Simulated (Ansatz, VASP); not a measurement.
## Ag: VASP beside Ansatz

The input INCAR:

```
SYSTEM = Ag
PREC = Accurate ; ENCUT = 520
EDIFF = 1E-6 ; ISMEAR = -1
SIGMA = 0.05 ; LREAL = .FALSE.
LASPH = .TRUE. ; NELM = 150
ALGO = Normal ; ISIF = 2
LWAVE = .FALSE. ; LCHARG = .FALSE.
MAGMOM = 0 0 0 ; LORBIT = 11
LSORBIT = .TRUE. ; GGA_COMPAT = .FALSE.
LORBMOM = .TRUE. ; LMAXMIX = 4
GGA = PS ; NBANDS = 22
```

File KPOINTS:

```
regular mesh
0
G
  8 8 8
  0 0 0
```

Contents of POSCAR:

```
Ag
1.0
   -1.6556540000      1.6556540000      1.6556540000
    1.6556540000     -1.6556540000      1.6556540000
    1.6556540000      1.6556540000     -1.6556540000
Ag
1
Direct
    0.0000000000      0.0000000000      0.0000000000
```

input.yaml

```yaml
crystal:
  lattice:
    - [-1.655654, 1.655654, 1.655654]
    - [1.655654, -1.655654, 1.655654]
    - [1.655654, 1.655654, -1.655654]
  atoms:
    - { symbol: Ag, position: [0.0, 0.0, 0.0] }
hamiltonian:
  xc: pbesol
  pseudopotentials: { kind: paw_fr }
magnetization:
  noncollinear: true
  spin_orbit: true
kpoints:
  mp_grid: { grid: [8, 8, 8] }
  band_path:
    path:
      - [[0.0, 0.0, 0.0], [0.5, -0.5, 0.5], [0.0, 0.0, 0.5], [0.0, 0.0, 0.0], [0.25, 0.25, 0.25], [0.5, -0.5, 0.5]]
      - [[0.25, 0.25, 0.25], [0.0, 0.0, 0.5]]
    npoints: 14
scf:
  occupations: { method: fermi_dirac, width: 0.05 }
  n_extra_bands: 6
output:
  forces: true
  stress: true
  eigenvalues: true
  fatbands: true
```

Alike in both runs: functional PBEsol; k mesh 8 × 8 × 8; occupations fermi-dirac, width 0.05 eV; non-collinear spin, spin-orbit coupling.

|  | VASP | Ansatz |
| --- | --- | --- |
| version | VASP 6.6.1 | Ansatz 0.2.0 |
| potentials or method | VASP PAW PBE potentials, release 64 (Ag) | Ansatz PAW |
| plane-wave cutoff (eV) | 520 | 420 |
| valence electrons in the cell | 11 | 19 |
| task | single point | band structure |

Ansatz gave:

```
pressure (GPa)           : -7.4
net moment per atom (μB) : 0.00
```

Problem. What did VASP give for the same quantities?

Solution. Pressure (GPa): -7.5; net moment per atom (μB): 0.00.

VASP's potentials were made for PBE, not for PBEsol. With one functional, cell and mesh, what is left measures potentials, basis and numerics. VASP's potentials hold 11 valence electrons a cell and Ansatz's 19, so a difference there can come from the potentials and not from the codes.
